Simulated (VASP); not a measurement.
# PbS (C2/m) in VASP: settings compared, part 2 of 2

VASP 6.6.1. Earlier steps stand in the parts before.

## Step 4: Single point, r2SCAN

Contents of POSCAR:

```
PbS
1.0
    2.9546857060     -2.9689146782      0.2885111679
    2.9546857060      2.9689146782      0.2885111679
   -0.5835654437      0.0000000000      5.9261898233
Pb S
2 2
Direct
    0.7499848511      0.7499848511      0.7500022177
    0.2500151489      0.2500151489      0.2499977823
    0.2500793338      0.2500793338      0.7500269652
    0.7499206662      0.7499206662      0.2499730348
```

Contents of INCAR.step1:

```
PREC = Accurate
ENCUT = 520
ISMEAR = 0
SIGMA = 0.01
LREAL = False
LASPH = True
NELM = 60
NBANDS = 28
GGA = PE
ALGO = Normal
EDIFF = 1E-4
LWAVE = True
LCHARG = False
```

Contents of INCAR.step2:

```
PREC = Accurate
ENCUT = 520
EDIFF = 1E-6
ISMEAR = 0
SIGMA = 0.01
LREAL = False
LASPH = True
NELM = 60
ALGO = Normal
ISIF = 2
LWAVE = False
LCHARG = False
METAGGA = R2SCAN
LMIXTAU = True
NBANDS = 28
ISTART = 1
```

Contents of KPOINTS:

```
Automatic mesh
0
Gamma
  4 4 2
```

Potentials or basis: VASP PAW PBE potentials, release 64 (Pb_d, S).

Command:

```sh
$ cat potpaw_PBE.64/Pb_d/POTCAR potpaw_PBE.64/S/POTCAR > POTCAR
$ cp INCAR.step1 INCAR
$ mpirun -np 1 vasp_std > vasp.out
$ cp INCAR.step2 INCAR
$ mpirun -np 1 vasp_std > vasp.out
```

OUTCAR:

```text
PREC = Accurate
   ENCUT = 520
   EDIFF = 1E-6
   ISMEAR = 0
   LREAL = False
   LASPH = True
   NELM = 60
   ISIF = 2
   METAGGA = R2SCAN
   ISTART = 1

 ion  position               nearest neighbor table
   1  0.750  0.750  0.750-   3 2.97   3 2.97   3 2.97   3 2.97   4 2.98   4 2.98
   2  0.250  0.250  0.250-   4 2.97   4 2.97   4 2.97   4 2.97   3 2.98   3 2.98
   3  0.250  0.250  0.750-   1 2.97   1 2.97   1 2.97   1 2.97   2 2.98   2 2.98
   4  0.750  0.750  0.250-   2 2.97   2 2.97   2 2.97   2 2.97   1 2.98   1 2.98

  LATTYP: Found a base centered monoclinic cell.
 ALAT       =     5.9374763377
 B/A-ratio  =     1.0000594560
 C/A-ratio  =     1.0029266102
 COS(beta)  =    -0.0008191085

  Lattice vectors:

 A1 = (   2.9546857060,  -2.9689146782,   0.2885111679)
 A2 = (   2.9546857060,   2.9689146782,   0.2885111679)
 A3 = (  -0.5835654437,   0.0000000000,   5.9261898233)

Analysis of symmetry for initial positions (statically):
=====================================================================
 Subroutine PRICEL returns:
[... 161 lines left out ...]

  energy without entropy =     -130.83628398  energy(sigma->0) =     -130.83628398

 E-fermi :   5.7454     XC(G=0): -10.2117

 val. band max:        5.6476170506   @ k =   0.5000   0.0000   0.5000
 cond. band min:       6.2748248993   @ k =   0.5000   0.0000   0.5000
 fundamental gap:      0.6272078486
 Fermi energy:         5.7453811899

 k-point     1 :       0.0000    0.0000    0.0000
  band No.  band energies     occupation
      1     -11.9953      2.00000
      2     -11.8427      2.00000
      3     -11.8427      2.00000
      4     -11.8417      2.00000
      5     -11.8328      2.00000
      6     -11.8174      2.00000
[... 423 lines left out ...]
     27      14.2318      0.00000
     28      14.2324      0.00000

------------------------ aborting loop because EDIFF is reached ----------------------------------------

  FORCE on cell =-STRESS in cart. coord.  units (eV):
  Direction    XX          YY          ZZ          XY          YZ          ZX
  --------------------------------------------------------------------------------------
  -------------------------------------------------------------------------------------
  Total        0.2802195      0.2465063      3.4505372      0.0000000      0.0000000     -0.3019481
  in kB        4.2769918      3.7624264     52.6655704      0.0000000      0.0000000     -4.6086364
  external PRESSURE =      20.2349962 kB  Pullay stress =       0.0000000 kB

 VOLUME and BASIS-vectors are now :
 -----------------------------------------------------------------------------
  energy-cutoff  :      520.00
  volume of cell :      104.97
      direct lattice vectors                 reciprocal lattice vectors
     2.954685706 -2.968914678  0.288511168     0.167611096 -0.168411711  0.016505047
     2.954685706  2.968914678  0.288511168     0.167611096  0.168411711  0.016505047
    -0.583565444  0.000000000  5.926189823    -0.016319988  0.000000000  0.167135419

 POSITION                                       TOTAL-FORCE (eV/Angst)
 -----------------------------------------------------------------------------------
      3.99426      0.00000      4.87741         0.000084      0.000000      0.000221
      1.33154      0.00000      1.62580        -0.000084      0.000000     -0.000221
      1.04012      0.00000      4.58910         0.000442      0.000000      0.000160
      4.28568      0.00000      1.91411        -0.000442      0.000000     -0.000160
 -----------------------------------------------------------------------------------
    total drift:                                0.000000      0.000000     -0.000000

  FREE ENERGIE OF THE ION-ELECTRON SYSTEM (eV)
  ---------------------------------------------------
  free  energy   TOTEN  =      -130.8362839751 eV

  energy  without entropy=     -130.8362839751  energy(sigma->0) =     -130.83628398
```

OUTCAR.step1:

```text
PREC = Accurate
   ENCUT = 520
   ISMEAR = 0
   LREAL = False
   LASPH = True
[... 651 lines left out ...]
      3.99426      0.00000      4.87741         0.000178      0.000000     -0.000105
      1.33154      0.00000      1.62580        -0.000178      0.000000      0.000105
      1.04012      0.00000      4.58910         0.000323      0.000000      0.000311
      4.28568      0.00000      1.91411        -0.000323      0.000000     -0.000311
 -----------------------------------------------------------------------------------
    total drift:                                0.000000      0.000000     -0.000000

  FREE ENERGIE OF THE ION-ELECTRON SYSTEM (eV)
  ---------------------------------------------------
  free  energy   TOTEN  =       -17.1227951601 eV

  energy  without entropy=      -17.1227951601  energy(sigma->0) =      -17.12279516
```

Wall time 3 min (1 thread of Intel Xeon 8259CL, shared host); peak memory 0.24 GiB.

What came out:

```yaml
Free_energy: -130.8363 eV
Pressure: 2.0 GPa
Band_gap_on_the_k_mesh: 0.63 eV
```

Caveat: the k points lie up to 0.53 Å⁻¹ apart; the PAW data sets were made with another functional, which shifts forces and pressure a little; spin-orbit coupling is left out, which moves the levels of the heavy elements. A k mesh can miss the band edges.

## Step 5: Single point, r2SCAN

POSCAR is that of step 4.

Contents of INCAR.step1:

```
SYSTEM = PbS
PREC = Accurate
ENCUT = 520
ISMEAR = 0
SIGMA = 0.01
LREAL = .FALSE.
LASPH = .TRUE.
NELM = 60
NBANDS = 28
GGA = PE
ALGO = Normal
EDIFF = 1E-4
LWAVE = .TRUE.
LCHARG = .FALSE.
```

Contents of INCAR.step2:

```
SYSTEM = PbS
PREC = Accurate
ENCUT = 520
EDIFF = 1E-7
ISMEAR = 0
SIGMA = 0.01
LREAL = .FALSE.
LASPH = .TRUE.
NELM = 60
ALGO = Normal
ISIF = 2
LWAVE = .FALSE.
LCHARG = .FALSE.
METAGGA = R2SCAN
LMIXTAU = .TRUE.
NBANDS = 28
ISTART = 1
```

Contents of KPOINTS:

```
regular mesh
0
G
  4 4 2
  0 0 0
```

Command:

```sh
$ cat potpaw_PBE.64/Pb_d/POTCAR potpaw_PBE.64/S/POTCAR > POTCAR
$ cp INCAR.step1 INCAR
$ mpirun -np 1 vasp_std > vasp.out
$ cp INCAR.step2 INCAR
$ mpirun -np 1 vasp_std > vasp.out
```

Wall time 3.6 min (1 thread of Intel Xeon 8259CL, shared host); peak memory 0.24 GiB.

It converged, with:

| Property | Result |
| --- | --- |
| Free energy | -130.8363 eV |
| Pressure | 2.0 GPa |
| Band gap on the k mesh | 0.63 eV |

Stress tensor (GPa, compression positive):
```
 0.43  0.00 -0.46
 0.00  0.38  0.00
-0.46  0.00  5.27
```

Levels at points of the mesh, in eV from the valence-band top:
| k point | band 18 | band 19 | band 20 | band 21 | band 22 | band 23 |
| --- | --- | --- | --- | --- | --- | --- |
| (0.00, 0.00, 0.00) | -2.29 | -2.29 | -2.26 | 4.16 | 5.48 | 5.54 |
| (0.50, 0.00, 0.00) | -1.99 | -0.79 | -0.79 | 1.69 | 1.69 | 2.65 |
| (0.50, 0.50, 0.00) | -3.58 | -3.54 | -3.54 | 4.14 | 4.14 | 6.01 |
| (0.00, 0.00, 0.50) | -2.95 | -1.81 | -1.80 | 2.70 | 2.71 | 5.07 |
| (0.50, 0.00, 0.50) | -1.88 | 0.00 | 0.00 | 0.63 | 0.63 | 2.18 |
| (0.50, 0.50, 0.50) | -4.56 | -1.11 | -1.11 | 2.46 | 2.46 | 5.02 |

Caveat: the k points lie up to 0.53 Å⁻¹ apart; the PAW data sets were made with another functional, which shifts forces and pressure a little; spin-orbit coupling is left out, which moves the levels of the heavy elements. A k mesh can miss the band edges.

## Step 6: Single point, r2SCAN

POSCAR is that of step 5.

Contents of INCAR.step1:

```
PREC = Accurate ; ENCUT = 520
ISMEAR = 0 ; SIGMA = 0.01
LREAL = F ; LASPH = T
NELM = 100 ; NBANDS = 28
GGA = PE ; ALGO = Normal
EDIFF = 1E-4 ; LWAVE = T
LCHARG = F
```

Contents of INCAR.step2:

```
PREC = Accurate ; ENCUT = 520
EDIFF = 1E-7 ; ISMEAR = 0
SIGMA = 0.01 ; LREAL = F
LASPH = T ; NELM = 100
ALGO = Normal ; ISIF = 2
LWAVE = F ; LCHARG = F
METAGGA = R2SCAN ; LMIXTAU = T
NBANDS = 28 ; ISTART = 1
```

Contents of KPOINTS:

```
Automatic mesh
0
Gamma
  4 4 4
```

Potentials or basis: VASP PAW PBE potentials, release 64 (Pb_d, S).

Command:

```sh
$ cat potpaw_PBE.64/Pb_d/POTCAR potpaw_PBE.64/S/POTCAR > POTCAR
$ cp INCAR.step1 INCAR
$ mpirun -np 1 vasp_std > vasp.out
$ cp INCAR.step2 INCAR
$ mpirun -np 1 vasp_std > vasp.out
```

Run time: 5 min. Hardware: 1 thread of Intel Xeon 8259CL, shared host; peak memory 0.26 GiB.

It converged, with:

* Free energy: -131.1884 eV
* Pressure: 1.0 GPa
* Band gap on the k mesh: 0.64 eV

Stress tensor (GPa, compression positive):
```
1.20 0.00 0.06
0.00 1.20 0.00
0.06 0.00 0.74
```

Levels at points of the mesh, in eV from the valence-band top:
```csv
k point,band 18,band 19,band 20,band 21,band 22,band 23
"(0.00, 0.00, 0.00)",-2.31,-2.31,-2.28,4.18,5.49,5.56
"(0.50, 0.00, 0.00)",-2.01,-0.80,-0.80,1.70,1.70,2.67
"(0.50, 0.50, 0.00)",-3.59,-3.56,-3.56,4.17,4.17,6.00
"(0.00, 0.00, 0.50)",-2.96,-1.80,-1.80,2.70,2.70,5.08
"(0.50, 0.00, 0.50)",-1.90,0.00,0.00,0.64,0.65,2.18
"(0.50, 0.50, 0.50)",-4.56,-1.12,-1.12,2.46,2.46,5.02
```

Caveat: the PAW data sets were made with another functional, which shifts forces and pressure a little; spin-orbit coupling is left out, which moves the levels of the heavy elements. A k mesh can miss the band edges.

## Step 7: Summary

| level | potentials or basis | k mesh | gap on the mesh (eV) | pressure (GPa) |
| --- | --- | --- | --- | --- |
| LDA | VASP PAW LDA potentials, release 64 (Pb_d, S) | 4 × 4 × 2 | 0.20 | -1.8 |
| PBE | VASP PAW PBE potentials, release 64 (Pb_d, S) | 4 × 4 × 2 | 0.36 | 2.9 |
| r2SCAN | VASP PAW PBE potentials, release 64 (Pb_d, S) | 4 × 4 × 2 | 0.63 | 2.0 |
| r2SCAN | VASP PAW PBE potentials, release 64 (Pb_d, S) | 4 × 4 × 4 | 0.64 | 1.0 |

Alike in all rows: task single point; no spin polarisation; cell as given; cutoff (eV) 520; smearing gaussian 0.01 eV.

Caveats: some runs use coarse meshes; spin-orbit coupling is left out, which moves the levels of the heavy elements; the PAW data sets were made with another functional, which shifts forces and pressure a little (at least some runs).

Absolute energies hang on the potentials; compare differences alone.
